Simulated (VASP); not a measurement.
TiAl: relaxation of cell and atoms with PBE

The system is TiAl.

```
Al Ti
1.0
     3.16170    0.00000    0.00000
     0.00000    3.16170    0.00000
     0.00000    0.00000    3.16170
Al Ti
1 1
Direct
  0.00000 0.00000 0.00000
  0.50000 0.50000 0.50000
```

```
Program                : VASP 6.6.1
Task                   : relaxation of cell and atoms
Functional             : PBE
Potentials or basis    : VASP PAW PBE potentials, release 64 (Al, Ti_sv)
Cutoff                 : 500 eV
k mesh                 : 14 × 14 × 14
Occupations            : gaussian, width 0.1 eV
Spin                   : no spin polarisation
Dipole correction      : no
Further INCAR settings : ALGO = Normal; EDIFF = 1e-07; IBRION = 2; EDIFFG = -0.01; NSW = 80; ISIF = 3
```

```
Relaxed volume                         : 16.17 Å³/atom
Relaxed cell                           : a = 3.186 Å, b = 3.186 Å, c = 3.186 Å, α = 90.00°, β = 90.00°, γ = 90.00°
Space group after relaxing (to 0.05 Å) : Pm-3m (No. 221)
Energy gained by relaxing              : 3.0 meV/atom
Ionic steps                            : 3
Pressure after relaxing                : 0.0 GPa
```

The path:
| step | energy change (eV) | largest force (eV/Å) | pressure (GPa) | volume (Å³) |
| --- | --- | --- | --- | --- |
| 1 | 0.0000 | 0.0000 | 2.67 | 31.61 |
| 2 | -0.0034 | 0.0000 | -1.63 | 32.83 |
| 3 | -0.0059 | 0.0000 | 0.01 | 32.33 |

Final structure:
```
Al Ti
1.0
     3.18574    0.00000    0.00000
     0.00000    3.18574    0.00000
     0.00000    0.00000    3.18574
Al Ti
1 1
Direct
  0.00000 0.00000 0.00000
  0.50000 0.50000 0.50000
```

Levels at points of the mesh, in eV from the Fermi level:
| k point | band 3 | band 4 | band 5 | band 6 | band 7 | band 8 | band 9 | band 10 | band 11 |
| --- | --- | --- | --- | --- | --- | --- | --- | --- | --- |
| (0.00, 0.00, 0.00) | -33.12 | -33.12 | -9.26 | -1.43 | -1.43 | 1.78 | 1.78 | 1.78 | 4.37 |
| (0.50, 0.00, 0.00) | -33.11 | -33.11 | -6.04 | -5.18 | -0.55 | 0.14 | 0.14 | 1.98 | 2.95 |
| (0.50, 0.50, 0.00) | -33.27 | -33.09 | -5.01 | -2.12 | -2.12 | -1.47 | 0.70 | 0.70 | 2.69 |
| (0.50, 0.50, 0.50) | -33.24 | -33.24 | -3.08 | -3.08 | -3.08 | 0.58 | 2.76 | 2.76 | 2.89 |

Wall time 34 s on 1 thread of Intel(R) Xeon(R) Platinum 8488C (Sapphire Rapids), with other jobs on the host, peak memory 0.17 GiB.
